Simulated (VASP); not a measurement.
# Rb (Fmmm) in VASP: a series of runs

Runs on Rb. Level: PBE. Tasks: single point.

All numbers are computed with VASP 6.6.1; they aren't measurements. Logs are shortened: lines on timing, memory, paths and dates and some standing lists are left out, and cuts for length are marked.

## 1. The cell of the first run

The structure is orthorhombic, space group Fmmm (No. 69). The conventional cell has a = 5.612 Å, b = 7.837 Å, c = 8.036 Å, α = 90.00°, β = 90.00°, γ = 90.00°.

## 2. Single point, PBE (strain +0.0250 x Voigt [0, 0, 0, 1, 0, 0])

Input file INCAR:

```
  PREC = Accurate
  ENCUT = 520
  EDIFF = 1E-6
  ISMEAR = 0
  SIGMA = 0.15
  LREAL = F
  LASPH = T
  NELM = 60
  ALGO = Fast
  ISIF = 2
  LWAVE = F
  LCHARG = F
  GGA = PE
  NBANDS = 10
```

Input file KPOINTS:

```
regular mesh
0
Gamma
  12 12 12
```

Input file POSCAR:

```
Rb
1.0
   -2.8060000000      2.8410750000      2.8410750000
    2.8060000000     -2.7709250000      2.7709250000
    2.8060000000      2.7709250000     -2.7709250000
Rb
1
Direct
    0.0000000000      0.0000000000      0.0000000000
```

Potentials or basis: VASP PAW PBE potentials, release 64 (Rb_sv).

Started as:

```sh
$ cat potpaw_PBE.64/Rb_sv/POTCAR > POTCAR
$ mpirun -np 1 vasp_std > vasp.out
```

OUTCAR:

```text
PREC = Accurate
   ENCUT = 520
   EDIFF = 1E-6
   ISMEAR = 0
   LREAL = F
   LASPH = T
   NELM = 60
   ISIF = 2
   GGA = PE

 ion  position               nearest neighbor table
   1  0.000  0.000  0.000-

  LATTYP: Found a face centered orthorhombic cell.
 ALAT       =     5.6120000000
 B/A-ratio  =     1.3965358928
 C/A-ratio  =     1.4318912319

  Lattice vectors:

 A1 = (   0.0000000000,   5.6120000000,   0.0701500000)
 A2 = (   2.8060000000,   2.8410750000,   2.8410750000)
 A3 = (   2.8060000000,   2.7709250000,  -2.7709250000)

Analysis of symmetry for initial positions (statically):
=====================================================================
 Subroutine PRICEL returns:
 Original cell was already a primitive cell.

 Routine SETGRP: Setting up the symmetry group for a
 face centered orthorhombic supercell.

 Subroutine GETGRP returns: Found  8 space group operations
 (whereof  8 operations were pure point group operations)
 out of a pool of  8 trial point group operations.

The static configuration has the point symmetry D_2h.

Analysis of symmetry for dynamics (positions and initial velocities):
=====================================================================
 Subroutine PRICEL returns:
 Original cell was already a primitive cell.

 Routine SETGRP: Setting up the symmetry group for a
 face centered orthorhombic supercell.

 Subroutine GETGRP returns: Found  8 space group operations
 (whereof  8 operations were pure point group operations)
 out of a pool of  8 trial point group operations.

The dynamic configuration has the point symmetry D_2h.

 Subroutine INISYM returns: Found  8 space group operations
 (whereof  8 operations are pure point group operations),
 and found     1 'primitive' translations

----------------------------------------------------------------------------------------

                                     Primitive cell

  volume of cell :      88.3599

  direct lattice vectors                    reciprocal lattice vectors
    -2.806000000  2.841075000  2.841075000     0.000000000  0.175989722  0.175989722
     2.806000000 -2.770925000  2.770925000     0.178189594 -0.002227718  0.178217440
     2.806000000  2.770925000 -2.770925000     0.178189594  0.178217440 -0.002227718

  length of vectors
     4.900719367  4.819718530  4.819718530     0.248887052  0.252027677  0.252027677

  position of ions in fractional coordinates (direct lattice)
     0.000000000  0.000000000  0.000000000

  ion indices of the primitive-cell ions
   primitive index   ion index
                 1           1

----------------------------------------------------------------------------------------

 KPOINTS: regular mesh

Automatic generation of k-mesh.
 Grid dimensions read from file:
 generate k-points for:   12   12   12

 Generating k-lattice:

  Cartesian coordinates                     Fractional coordinates (reciprocal lattice)
     0.000000000  0.014665810  0.014665810     0.083333333  0.000000000  0.000000000
     0.014849133 -0.000185643  0.014851453    -0.000000000  0.083333333  0.000000000
     0.014849133  0.014851453 -0.000185643    -0.000000000  0.000000000  0.083333333

  Length of vectors
     0.020740588  0.021002306  0.021002306

  Shift w.r.t. Gamma in fractional coordinates (k-lattice)
     0.000000000  0.000000000  0.000000000

 Subroutine IBZKPT returns following result:
 ===========================================

 Found    280 irreducible k-points:

 Following reciprocal coordinates:
            Coordinates               Weight
  0.000000  0.000000  0.000000      1.000000
  0.083333  0.000000  0.000000      2.000000
  0.166667  0.000000  0.000000      2.000000
  0.250000  0.000000  0.000000      2.000000
  0.333333  0.000000  0.000000      2.000000
  0.416667  0.000000  0.000000      2.000000
[... 16 lines left out ...]
  0.166667  0.250000 -0.000000      8.000000
  0.250000  0.250000 -0.000000      8.000000
 [... further k-points ...]
   k-points           NKPTS =    280   k-points in BZ     NKDIM =    280   number of bands    NBANDS=     10
   number of dos      NEDOS =    301   number of ions     NIONS =      1
   total plane-waves  NPLWV =  46656
   dimension x,y,z NGX =    36 NGY =   36 NGZ =   36
   dimension x,y,z NGXF=    72 NGYF=   72 NGZF=   72
   ions per type =               1
   NGX,Y,Z   is equivalent  to a cutoff of  12.21, 12.42, 12.42 a.u.
   NGXF,Y,Z  is equivalent  to a cutoff of  24.42, 24.83, 24.83 a.u.
 SYSTEM =  unknown system
   PREC   = accura    normal or accurate (medium, high low for compatibility)
   ISTART =      0    job   : 0-new  1-cont  2-samecut
   ICHARG =      2    charge: 1-file 2-atom 10-const
   ISPIN  =      1    spin polarized calculation?
   LNONCOLLINEAR =      F non collinear calculations
   LSORBIT =      F    spin-orbit coupling
   LASPH  =      T    aspherical Exc in radial PAW
   ENCUT  =  520.0 eV  38.22 Ry    6.18 a.u.   9.11  8.96  8.96*2*pi/ulx,y,z
   NELM   =     60;   NELMIN=  2; NELMDL= -5     # of ELM steps
   EDIFF  = 0.1E-05   stopping-criterion for ELM
   LREAL  =      F    real-space projection
   EDIFFG = 0.1E-04   stopping-criterion for IOM
   NSW    =      0    number of steps for IOM
   IBRION =     -1    ionic relax: 0-MD 1-quasi-New 2-CG
   NFREE  =      0    steps in history (QN), initial steepest desc. (CG)
   ISIF   =      2    stress and relaxation
   ISYM   =      2    0-nonsym 1-usesym 2-fastsym
   POTIM  = 0.5000    time-step for ionic-motion
   TEBEG  =    0.0;   TEEND  =   0.0 temperature during run
   PSTRESS=    0.0 pullay stress
   NELECT =       9.0000    total number of electrons
   NUPDOWN=      -1.0000    fix difference up-down
   EMIN   =  10.00;   EMAX   =-10.00  energy-range for DOS
   EFERMI =   0.00;   METHOD = LEGACY
   ISMEAR =     0;   SIGMA  =   0.15  broadening in eV -4-tet -1-fermi 0-gaus
   EFERMI_NEDOS =   21; number of points for ismear=-14 and -15
   IALGO  =     68    algorithm
   IMIX   =      4    mixing-type and parameters
     AMIX     =   0.40;   BMIX     =  1.00
     AMIX_MAG =   1.60;   BMIX_MAG =  1.00
  volume/ion in A,a.u.               =      88.36       596.28
  Fermi-wavevector in a.u.,A,eV,Ry     =   0.764547  1.444784  7.953034  0.584531
  Thomas-Fermi vector in A             =   1.864472
   LORBIT       =      0    0 simple, 1 ext, 2 COOP (PROOUT), +10 PAW based schemes
   GGA     = PE    functional components
   LHFCALC =     F    Hartree Fock is set to
   AEXX    =    0.0000 exact exchange contribution
   IVDW    =     0    specifies the selected vdW correction
   LEPSILON=     F    determine dielectric tensor
   LRPA    =     F    only Hartree local field effects (RPA)
 non-spin polarized calculation
 RMM-DIIS sequential band-by-band and
 Gauss-broadening in eV      SIGMA  =   0.15
  energy-cutoff  :      520.00
  volume of cell :       88.36
 maximum number of plane-waves:      2410
   NGX = 19   NGY = 17   NGZ = 17

 number of electron       9.0000000 magnetization

 Free energy of the ion-electron system (eV)
  ---------------------------------------------------
  ext. energy  EPLUGINS =         0.00000000
  ---------------------------------------------------
  free energy    TOTEN  =        -0.93956941 eV

  energy without entropy =       -0.92837604  energy(sigma->0) =       -0.93397272

 E-fermi :   0.0750     XC(G=0):  -5.5377

 val. band max:        0.0683253748   @ k =   0.3333  -0.4167   0.2500
 cond. band min:       0.0758762767   @ k =   0.2500   0.5000  -0.0000
 fundamental gap:      0.0075509019
 Fermi energy:         0.0749586883

 k-point     1 :       0.0000    0.0000    0.0000
  band No.  band energies     occupation
      1     -28.8093      2.00000
      2     -12.8498      2.00000
      3     -12.8483      2.00000
      4     -12.8471      2.00000
      5      -1.9323      2.00000
      6       3.7288      0.00000
      7       3.7725      0.00000
      8       3.8426      0.00000
      9       4.7399      0.00000
     10       4.7529      0.00000

 k-point     2 :       0.0833    0.0000    0.0000
  band No.  band energies     occupation
      1     -28.8090      2.00000
      2     -12.8566      2.00000
      3     -12.8505      2.00000
      4     -12.8471      2.00000
      5      -1.8502      2.00000
      6       3.6091      0.00000
      7       3.6187      0.00000
      8       3.9191      0.00000
      9       4.6192      0.00000
     10       4.7174      0.00000

 k-point     3 :       0.1667    0.0000    0.0000
  band No.  band energies     occupation
      1     -28.8082      2.00000
      2     -12.8753      2.00000
      3     -12.8563      2.00000
      4     -12.8473      2.00000
      5      -1.6089      2.00000
      6       3.1157      0.00000
      7       3.3664      0.00000
      8       4.1463      0.00000
      9       4.5720      0.00000
     10       4.6865      0.00000

 k-point     4 :       0.2500    0.0000    0.0000
  band No.  band energies     occupation
      1     -28.8071      2.00000
      2     -12.9004      2.00000
      3     -12.8642      2.00000
      4     -12.8475      2.00000
      5      -1.2245      2.00000
      6       2.4911      0.00000
      7       3.0923      0.00000
      8       4.5171      0.00000
      9       4.6530      0.00000
     10       4.7096      0.00000
[... 222 lines left out ...]
 k-point    22 :       0.0833    0.2500    0.0000
  band No.  band energies     occupation
      1     -28.8062      2.00000
      2     -12.9150      2.00000
      3     -12.8719      2.00000
      4     -12.8506      2.00000
      5      -0.9129      2.00000
      6       2.2454      0.00000
      7       2.8587      0.00000
      8       4.4300      0.00000
      9       4.7120      0.00000
     10       4.9738      0.00000

 k-point    23 :       0.1667    0.2500   -0.0000
  band No.  band energies     occupation
      1     -28.8054      2.00000
      2     -12.9259      2.00000
      3     -12.8809      2.00000
      4     -12.8550      2.00000
      5      -0.4917      2.00000
      6       1.9562      0.00000
      7       2.4857      0.00000
      8       4.4248      0.00000
      9       4.7231      0.00000
     10       5.2686      0.00000

 k-point    24 :       0.2500    0.2500   -0.0000
  band No.  band energies     occupation
      1     -28.8047      2.00000
      2     -12.9310      2.00000
      3     -12.8934      2.00000
      4     -12.8580      2.00000
      5       0.0318      1.31603
      6       1.6594      0.00000
      7       2.0935      0.00000
      8       4.3822      0.00000
      9       4.6192      0.00000
     10       5.4214      0.00000

 [... further k-points ...]
[... 5 lines left out ...]
  --------------------------------------------------------------------------------------
  -------------------------------------------------------------------------------------
  Total        0.0516083      0.0505145      0.0505145     -0.0000000     -0.0273147      0.0000000
  in kB        0.9357826      0.9159497      0.9159497     -0.0000000     -0.4952814      0.0000000
  external PRESSURE =       0.9225607 kB  Pullay stress =       0.0000000 kB

 VOLUME and BASIS-vectors are now :
 -----------------------------------------------------------------------------
  energy-cutoff  :      520.00
  volume of cell :       88.36
      direct lattice vectors                 reciprocal lattice vectors
    -2.806000000  2.841075000  2.841075000     0.000000000  0.175989722  0.175989722
     2.806000000 -2.770925000  2.770925000     0.178189594 -0.002227718  0.178217440
     2.806000000  2.770925000 -2.770925000     0.178189594  0.178217440 -0.002227718

 POSITION                                       TOTAL-FORCE (eV/Angst)
 -----------------------------------------------------------------------------------
      0.00000      0.00000      0.00000        -0.000000     -0.000000      0.000000
 -----------------------------------------------------------------------------------
    total drift:                               -0.000000     -0.000000      0.000000

  FREE ENERGIE OF THE ION-ELECTRON SYSTEM (eV)
  ---------------------------------------------------
  free  energy   TOTEN  =        -0.9395694053 eV

  energy  without entropy=       -0.9283760383  energy(sigma->0) =       -0.93397272
```

Wall time 3.1 min (1 thread of Oxide Virtual Turin-like, shared host); peak memory 0.34 GiB.

Results:

```
Free energy            : -0.9396 eV
Pressure               : 0.1 GPa
Band gap on the k mesh : zero (an odd number of electrons rules out a gap without spin polarisation)
```

Caveat: the cell differs from its parent crystal (strain +0.0250 x Voigt [0, 0, 0, 1, 0, 0]).

## 3. Single point, PBE (strain +0.0150 x Voigt [0, 0, 0, 1, 0, 0])

Input file INCAR:

```
  PREC = Accurate
  ENCUT = 520
  EDIFF = 1E-6
  ISMEAR = 0
  SIGMA = 0.15
  LREAL = False
  LASPH = True
  NELM = 60
  ALGO = Fast
  ISIF = 2
  LWAVE = False
  LCHARG = False
  GGA = PE
  NBANDS = 10
```

KPOINTS is that of step 2.

Input file POSCAR:

```
Rb
1.0
   -2.8060000000      2.8270450000      2.8270450000
    2.8060000000     -2.7849550000      2.7849550000
    2.8060000000      2.7849550000     -2.7849550000
Rb
1
Direct
    0.0000000000      0.0000000000      0.0000000000
```

Potentials or basis: VASP PAW PBE potentials, release 64 (Rb_sv).

Started as:

```sh
$ cat potpaw_PBE.64/Rb_sv/POTCAR > POTCAR
$ mpirun -np 1 vasp_std > vasp.out
```

Run time: 2.2 min. Hardware: 1 thread of Oxide Virtual Turin-like, shared host; peak memory 0.34 GiB.

Results (log left out):

```
Free energy            : -0.9398 eV
Pressure               : 0.1 GPa
Band gap on the k mesh : zero (an odd number of electrons rules out a gap without spin polarisation)
```

Levels at points of the mesh, in eV from the Fermi level:
| k point | band 1 | band 2 | band 3 | band 4 | band 5 | band 6 | band 7 | band 8 | band 9 | band 10 |
| --- | --- | --- | --- | --- | --- | --- | --- | --- | --- | --- |
| (0.00, 0.00, 0.00) | -28.88 | -12.92 | -12.92 | -12.92 | -2.01 | 3.68 | 3.71 | 3.74 | 4.66 | 4.67 |
| (0.50, 0.00, 0.00) | -28.88 | -13.03 | -12.96 | -12.92 | 0.21 | 0.77 | 2.60 | 4.36 | 5.28 | 5.35 |
| (0.00, 0.50, 0.00) | -28.88 | -13.03 | -12.96 | -12.92 | 0.24 | 0.81 | 2.59 | 4.32 | 5.24 | 5.30 |
| (0.00, 0.50, 0.50) | -28.88 | -13.03 | -12.96 | -12.92 | 0.26 | 0.84 | 2.59 | 4.28 | 5.21 | 5.25 |
| (0.50, 0.50, 0.50) | -28.88 | -13.00 | -13.00 | -12.99 | 1.24 | 1.24 | 3.33 | 3.33 | 3.34 | 4.95 |

Caveat: the cell differs from its parent crystal (strain +0.0150 x Voigt [0, 0, 0, 1, 0, 0]).
